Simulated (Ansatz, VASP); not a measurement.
**Two plane-wave programs on O**

```
O
1.0
     9.00000    0.00000    0.00000
     0.00000    9.50000    0.00000
     0.00000    0.00000   10.00000
O
2
Direct
  0.50000 0.50000 0.43973
  0.50000 0.50000 0.56027
```

Alike in both runs: functional r2SCAN; k mesh 1 × 1 × 1; collinear spin.

Ansatz relaxed the structure, and its values are those at the end. VASP's run is a single point on that final structure, the one shown.

|  | VASP | Ansatz |
| --- | --- | --- |
| version | VASP 6.6.1 | Ansatz 0.2.0 |
| potentials or method | VASP PAW PBE potentials, release 64 (O), cutoff 520 eV | plane waves, PAW |
| occupations | methfessel-paxton of order 1, width 0.02 eV | cold, width 0.02 eV |
| valence electrons in the cell | 12 | 12 |

VASP gave:

| Item | Value |
| --- | --- |
| rms of the force components (eV/Å) | 0.838 |
| net moment per atom (μB) | 1.00 |
| size of the moment on the site where the two differ most (μB) | 0.83 |

**Question.** Estimate Ansatz's values.

**Answer.** rms of the force components (eV/Å): 0.003; net moment per atom (μB): 1.00; size of the moment on the site where the two differ most (μB): 0.57.

VASP's potentials were made for PBE, not for r2SCAN. Site moments also hang on the region over which each program counts them. Ansatz's warnings: end state compared, stress scf threshold loose.

Noted on VASP's run: the standard files for N, O and F lose accuracy on very short bonds.
